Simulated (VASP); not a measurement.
A run of VASP 6.6.1 is set up as follows.

Contents of INCAR:

```
PREC = Accurate ; ENCUT = 520
EDIFF = 1E-6 ; ISMEAR = 0
SIGMA = 0.15 ; LREAL = F
LASPH = T ; NELM = 60
ALGO = Fast ; ISIF = 2
LWAVE = F ; LCHARG = F
GGA = PS ; NBANDS = 12
```

Contents of KPOINTS:

```
regular mesh
0
Gamma
  22 22 22
```

POSCAR

```
Au
1.0
   -1.6305341798      1.6305341798      1.7120608888
    1.6305341798     -1.6305341798      1.7120608888
    1.6305341798      1.6305341798     -1.7120608888
Au
1
Direct
    0.0000000000      0.0000000000      0.0000000000
```

Potentials or basis: VASP PAW PBE potentials, release 64 (Au).

Launch:

```console
$ cat potpaw_PBE.64/Au/POTCAR > POTCAR
$ mpirun -np 1 vasp_std > vasp.out
```

What does it give for the pressure?

-9.5 GPa.

Stress tensor (GPa, compression positive):
```
-9.63  0.00  0.00
 0.00 -9.63  0.00
 0.00  0.00 -9.30
```

Caveat: the PAW data sets were made with another functional, which shifts forces and pressure a little.
